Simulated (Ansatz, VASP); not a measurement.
## Ti in VASP and in Ansatz

The input INCAR:

```
PREC     = Accurate       # precision mode
ENCUT    = 520            # plane-wave cutoff, eV
EDIFF    = 1E-8           # SCF threshold, eV
ISMEAR   = -1             # smearing method
SIGMA    = 0.05           # smearing width, eV
LREAL    = F              # projectors in reciprocal space
LASPH    = T              # aspherical terms in the spheres
NELM     = 100            # most SCF steps
ALGO     = Normal         # electronic algorithm
ISIF     = 2              # what is computed and relaxed
LWAVE    = F              # write WAVECAR
LCHARG   = F              # write CHGCAR
GGA      = PE             # functional
LEFG     = T            
NBANDS   = 19             # bands
```

KPOINTS

```
Automatic mesh
0
Gamma
  11 11 11
```

File POSCAR:

```
Ti
1.0
    0.0000000000      2.8395332550      2.8395332550
    2.8395332550      0.0000000000      2.8395332550
    2.8395332550      2.8395332550      0.0000000000
Ti
2
Direct
    0.0000000000      0.0000000000      0.0000000000
    0.2500000000      0.2500000000      0.2500000000
```

Input for Ansatz:

```yaml
crystal:
  lattice:
    - [0.0, 2.839533255, 2.839533255]
    - [2.839533255, 0.0, 2.839533255]
    - [2.839533255, 2.839533255, 0.0]
  atoms:
    - { symbol: Ti, position: [0.0, 0.0, 0.0] }
    - { symbol: Ti, position: [0.25, 0.25, 0.25] }
kpoints:
  mp_grid: { grid: [11, 11, 11] }
  band_path:
    path:
      - [0.0, 0.0, 0.0]
      - [0.5, 0.0, 0.5]
      - [0.625, 0.25, 0.625]
      - [0.375, 0.375, 0.75]
      - [0.0, 0.0, 0.0]
      - [0.5, 0.5, 0.5]
      - [0.5, 0.25, 0.75]
      - [0.5, 0.0, 0.5]
    npoints: 8
scf:
  occupations: { method: fermi_dirac, width: 0.05 }
hamiltonian:
  xc: pbe
  pseudopotentials: { kind: paw }
output:
  forces: true
  stress: true
  eigenvalues: true
  efg: { contact_densities: true }
  populations: true
  bader: true
  dos: { projected: true, de: 0.2, e_range: [-14, 8] }
```

Alike in both runs: task electric field gradients; functional PBE; k mesh 11 × 11 × 11; occupations fermi-dirac, width 0.05 eV; no spin polarisation.

```csv
,VASP,Ansatz
version,VASP 6.6.1,Ansatz 0.2.0
potentials or method,"VASP PAW PBE potentials, release 64 (Ti_sv)","PAW with Ansatz's default frozen-core files, scalar-relativistic"
plane-wave cutoff (eV),520,420
valence electrons in the cell,24,24
```

```csv
,VASP,Ansatz,Ansatz less VASP
pressure (GPa),0.0,0.0,-0.03
```
